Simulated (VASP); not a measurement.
# AlN (P6_3mc) in VASP: a series of runs, part 2 of 2

VASP 6.6.1. Earlier steps stand in the parts before.

### Step 3. Single point, PBEsol

This run uses another cell than the first one, of 10.12 Å³/atom, 1.034 times its volume.

Contents of INCAR:

```
SYSTEM = AlN
ALGO     = Normal         ! electronic algorithm
EDIFF    = 1E-7           ! SCF threshold, eV
ENCUT    = 520            ! plane-wave cutoff, eV
GGA      = PS             ! functional
ISIF     = 2              ! what is computed and relaxed
ISMEAR   = 0              ! smearing method
LASPH    = .True.         ! aspherical terms in the spheres
LCHARG   = .True.         ! write CHGCAR
LELF     = .True.         ! ELF
LREAL    = .False.        ! projectors in reciprocal space
LVHAR    = .True.       
LWAVE    = .False.        ! write WAVECAR
NBANDS   = 16             ! bands
NELM     = 60             ! most SCF steps
PREC     = Accurate       ! precision mode
SIGMA    = 0.01           ! smearing width, eV
```

Contents of KPOINTS:

```
k-points
0
Gamma
  8 8 6
  0 0 0
```

Contents of POSCAR:

```
AlN
1.0
    3.0824771196      0.0000000000      0.0000000000
   -1.5412385598      2.6695034921      0.0000000000
    0.0000000000      0.0000000000      4.9210768552
Al N
2 2
Direct
    0.3333333333      0.6666666667     -0.0013567587
    0.6666666667      0.3333333333      0.4986432413
    0.3333333333      0.6666666667      0.3813567587
    0.6666666667      0.3333333333      0.8813567587
```

Potentials or basis: VASP PAW PBE potentials, release 64 (Al, N).

Run with:

```bash
$ cat potpaw_PBE.64/Al/POTCAR potpaw_PBE.64/N/POTCAR > POTCAR
$ mpirun -np 1 vasp_std > vasp.out
```

Wall time 9.8 s (1 thread of Intel Xeon 6975P-C (Granite Rapids), shared host); peak memory 0.15 GiB.

The run converged. Its results:

```
Free energy            : -31.2828 eV
Pressure               : 7.0 GPa
Band gap on the k mesh : 4.38 eV, direct
```

Levels at points of the mesh, in eV from the valence-band top:
```tsv
k point	band 6	band 7	band 8	band 9	band 10	band 11
(0.00, 0.00, 0.00)	-0.26	-0.26	0.00	4.38	6.79	10.76
(0.50, 0.00, 0.00)	-2.19	-1.87	-0.73	5.74	5.75	8.33
(0.00, 0.00, 0.50)	-0.60	-0.60	-0.60	6.62	6.62	10.46
(0.50, 0.00, 0.50)	-1.54	-1.42	-1.42	5.27	5.27	9.30
```

Caveat: the PAW data sets were made with another functional, which shifts forces and pressure a little. As with any semilocal functional, this PBEsol gap is likely too small.

### Step 4. Single point, PBEsol

This run uses another cell than the first one, of 10.12 Å³/atom, 1.034 times its volume.

Contents of INCAR:

```
SYSTEM = AlN
PREC     = Accurate       ! precision mode
ENCUT    = 520            ! plane-wave cutoff, eV
EDIFF    = 1E-6           ! SCF threshold, eV
ISMEAR   = 0              ! smearing method
SIGMA    = 0.01           ! smearing width, eV
LREAL    = .False.        ! projectors in reciprocal space
LASPH    = .True.         ! aspherical terms in the spheres
NELM     = 100            ! most SCF steps
ALGO     = Normal         ! electronic algorithm
ISIF     = 2              ! what is computed and relaxed
LWAVE    = .False.        ! write WAVECAR
LCHARG   = .True.         ! write CHGCAR
GGA      = PS             ! functional
LELF     = .True.         ! ELF
LVHAR    = .True.       
NBANDS   = 16             ! bands
```

Contents of KPOINTS:

```
Automatic mesh
0
Gamma
  8 8 6
  0 0 0
```

POSCAR, as its differences from that of step 3:

```diff
@@ -3,3 +3,3 @@
     3.0824771196      0.0000000000      0.0000000000
-   -1.5412385598      2.6695034921      0.0000000000
+   -1.5412385598      2.6695034922      0.0000000000
     0.0000000000      0.0000000000      4.9210768552
```

Potentials or basis: VASP PAW PBE potentials, release 64 (Al, N).

Run with:

```bash
$ cat potpaw_PBE.64/Al/POTCAR potpaw_PBE.64/N/POTCAR > POTCAR
$ mpirun -np 1 vasp_std > vasp.out
```

OUTCAR:

```text
SYSTEM = AlN
   PREC = Accurate
   ENCUT = 520
   EDIFF = 1E-6
   ISMEAR = 0
   LREAL = .False.
   LASPH = .True.
   NELM = 100
   ISIF = 2
   GGA = PS

 ion  position               nearest neighbor table
   1  0.333  0.667  0.999-   4 1.87   4 1.87   4 1.87   3 1.88   2 3.04   2 3.04   2 3.04   2 3.04
                             2 3.04   2 3.04
   2  0.667  0.333  0.499-   3 1.87   3 1.87   3 1.87   4 1.88   1 3.04   1 3.04   1 3.04   1 3.04
                             1 3.04   1 3.04
   3  0.333  0.667  0.381-   2 1.87   2 1.87   2 1.87   1 1.88
   4  0.667  0.333  0.881-   1 1.87   1 1.87   1 1.87   2 1.88

[... 661 lines left out ...]
  -------------------------------------------------------------------------------------
  Total        1.7667467      1.7667467      1.7687827      0.0000000      0.0000000      0.0000000
  in kB       69.9027682     69.9027682     69.9833214      0.0000000      0.0000000      0.0000000
  external PRESSURE =      69.9296193 kB  Pullay stress =       0.0000000 kB

 VOLUME and BASIS-vectors are now :
 -----------------------------------------------------------------------------
  energy-cutoff  :      520.00
  volume of cell :       40.49
      direct lattice vectors                 reciprocal lattice vectors
     3.082477120  0.000000000  0.000000000     0.324414411  0.187300748  0.000000000
    -1.541238560  2.669503492  0.000000000     0.000000000  0.374601495  0.000000000
     0.000000000  0.000000000  4.921076855     0.000000000  0.000000000  0.203207556

 POSITION                                       TOTAL-FORCE (eV/Angst)
 -----------------------------------------------------------------------------------
     -0.00000      1.77967      4.91440        -0.000000     -0.000000     -0.000755
      1.54124      0.88983      2.45386         0.000000     -0.000000     -0.000755
     -0.00000      1.77967      1.87669        -0.000000     -0.000000      0.000755
      1.54124      0.88983      4.33722         0.000000      0.000000      0.000755
 -----------------------------------------------------------------------------------
    total drift:                               -0.000000      0.000000     -0.000885

  FREE ENERGIE OF THE ION-ELECTRON SYSTEM (eV)
  ---------------------------------------------------
  free  energy   TOTEN  =       -31.2828086506 eV

  energy  without entropy=      -31.2828086506  energy(sigma->0) =      -31.28280865
```

Run time: 10 s. Hardware: 1 thread of Intel Xeon 6975P-C (Granite Rapids), shared host; peak memory 0.16 GiB.

What came out:

- Free energy: -31.2828 eV
- Pressure: 7.0 GPa
- Band gap on the k mesh: 4.38 eV, direct

Levels at points of the mesh, in eV from the valence-band top:
```tsv
k point	band 4	band 5	band 6	band 7	band 8	band 9	band 10	band 11	band 12	band 13
(0.00, 0.00, 0.00)	-0.93	-0.93	-0.26	-0.26	0.00	4.38	6.79	10.76	11.21	11.21
(0.50, 0.00, 0.00)	-4.29	-3.47	-2.19	-1.87	-0.73	5.74	5.75	8.33	10.37	10.94
(0.00, 0.00, 0.50)	-3.42	-0.60	-0.60	-0.60	-0.60	6.62	6.62	10.46	10.46	11.53
(0.50, 0.00, 0.50)	-5.81	-1.55	-1.55	-1.42	-1.42	5.27	5.27	9.30	9.30	12.09
```

Caveat: the PAW data sets were made with another functional, which shifts forces and pressure a little. A k mesh can miss the band edges.

### Step 5. Single point, PBEsol

This run uses another cell than the first one, of 9.99 Å³/atom, 1.021 times its volume.

Contents of INCAR:

```
SYSTEM = AlN
PREC = Accurate
ENCUT = 520
EDIFF = 1E-6
ISMEAR = 0
SIGMA = 0.01
LREAL = .False.
LASPH = .True.
NELM = 100
ALGO = Normal
ISIF = 2
LWAVE = .False.
LCHARG = .True.
GGA = PS
LELF = .True.
LVHAR = .True.
NBANDS = 16
```

Contents of KPOINTS:

```
regular mesh
0
Gamma
  8 8 6
  0 0 0
```

Contents of POSCAR:

```
AlN
1.0
    3.0703823244      0.0000000000      0.0000000000
   -1.5351911622      2.6590290923      0.0000000000
    0.0000000000      0.0000000000      4.8962218342
Al N
2 2
Direct
    0.3333333333      0.6666666667     -0.0015250836
    0.6666666667      0.3333333333      0.4984749164
    0.3333333333      0.6666666667      0.3815250836
    0.6666666667      0.3333333333      0.8815250836
```

Run with:

```bash
$ cat potpaw_PBE.64/Al/POTCAR potpaw_PBE.64/N/POTCAR > POTCAR
$ mpirun -np 1 vasp_std > vasp.out
```

Wall time 8.9 s (1 thread of Intel Xeon 6975P-C (Granite Rapids), shared host); peak memory 0.15 GiB.

The run converged. Its results:

| Quantity | Value |
| --- | --- |
| Free energy | -31.2548 eV |
| Pressure | 10.0 GPa |
| Band gap on the k mesh | 4.49 eV, direct |

Levels at points of the mesh, in eV from the valence-band top:
| k point | band 4 | band 5 | band 6 | band 7 | band 8 | band 9 | band 10 | band 11 | band 12 | band 13 |
| --- | --- | --- | --- | --- | --- | --- | --- | --- | --- | --- |
| (0.00, 0.00, 0.00) | -0.95 | -0.95 | -0.28 | -0.28 | 0.00 | 4.49 | 6.88 | 10.86 | 11.28 | 11.28 |
| (0.50, 0.00, 0.00) | -4.33 | -3.51 | -2.23 | -1.89 | -0.75 | 5.77 | 5.78 | 8.43 | 10.46 | 11.00 |
| (0.00, 0.00, 0.50) | -3.44 | -0.62 | -0.62 | -0.62 | -0.62 | 6.72 | 6.72 | 10.56 | 10.56 | 11.60 |
| (0.50, 0.00, 0.50) | -5.87 | -1.57 | -1.57 | -1.43 | -1.43 | 5.31 | 5.31 | 9.37 | 9.37 | 12.23 |

Caveat: the PAW data sets were made with another functional, which shifts forces and pressure a little. A k mesh can miss the band edges.

### Step 6. Single point, PBEsol

This run uses another cell than the first one, of 10.36 Å³/atom, 1.058 times its volume.

Contents of INCAR:

```
  PREC = Accurate
  ENCUT = 520
  EDIFF = 1E-7
  ISMEAR = 0
  SIGMA = 0.01
  LREAL = F
  LASPH = T
  NELM = 60
  ALGO = Normal
  ISIF = 2
  LWAVE = F
  LCHARG = T
  GGA = PS
  LELF = T
  LVHAR = T
  NBANDS = 16
```

Contents of KPOINTS:

```
Automatic mesh
0
Gamma
  8 8 6
```

Contents of POSCAR:

```
AlN
1.0
    3.1045397151      0.0000000000      0.0000000000
   -1.5522698575      2.6886102603      0.0000000000
    0.0000000000      0.0000000000      4.9654777945
Al N
2 2
Direct
    0.3333333333      0.6666666667     -0.0010774658
    0.6666666667      0.3333333333      0.4989225342
    0.3333333333      0.6666666667      0.3810774658
    0.6666666667      0.3333333333      0.8810774658
```

Potentials or basis: VASP PAW PBE potentials, release 64 (Al, N).

Run with:

```bash
$ cat potpaw_PBE.64/Al/POTCAR potpaw_PBE.64/N/POTCAR > POTCAR
$ mpirun -np 1 vasp_std > vasp.out
```

Wall time 11 s (1 thread of Intel Xeon 6975P-C (Granite Rapids), shared host); peak memory 0.16 GiB.

The run converged. Its results:

```
Free energy            : -31.3097 eV
Pressure               : 1.9 GPa
Band gap on the k mesh : 4.19 eV, direct
```

Levels at points of the mesh, in eV from the valence-band top:
| k point | band 5 | band 6 | band 7 | band 8 | band 9 | band 10 | band 11 | band 12 |
| --- | --- | --- | --- | --- | --- | --- | --- | --- |
| (0.00, 0.00, 0.00) | -0.89 | -0.23 | -0.23 | 0.00 | 4.19 | 6.62 | 10.57 | 11.08 |
| (0.50, 0.00, 0.00) | -3.40 | -2.14 | -1.82 | -0.71 | 5.69 | 5.69 | 8.15 | 10.22 |
| (0.00, 0.00, 0.50) | -0.57 | -0.57 | -0.57 | -0.57 | 6.44 | 6.44 | 10.27 | 10.27 |
| (0.50, 0.00, 0.50) | -1.50 | -1.50 | -1.39 | -1.39 | 5.20 | 5.20 | 9.17 | 9.17 |

Caveat: the PAW data sets were made with another functional, which shifts forces and pressure a little. A k mesh can miss the band edges.

### Step 7. Summary

| cell | gap on the mesh (eV) | pressure (GPa) |
| --- | --- | --- |
| a = 3.052, b = 3.052, c = 4.857 Å, angles 90.0, 90.0, 120.0°, 4 atoms | 4.66 | 15.1 |
| a = 3.082, b = 3.082, c = 4.921 Å, angles 90.0, 90.0, 120.0°, 4 atoms | 4.38 | 7.0 |
| a = 3.070, b = 3.070, c = 4.896 Å, angles 90.0, 90.0, 120.0°, 4 atoms | 4.49 | 10.0 |
| a = 3.105, b = 3.105, c = 4.965 Å, angles 90.0, 90.0, 120.0°, 4 atoms | 4.19 | 1.9 |

Alike in all rows: task single point; level PBEsol; potentials or basis VASP PAW PBE potentials, release 64 (Al, N); no spin polarisation; k mesh 8 × 8 × 6; cutoff (eV) 520; smearing gaussian 0.01 eV.

Caveats: the PAW data sets were made with another functional, which shifts forces and pressure a little.

Absolute energies hang on the potentials; compare differences alone.
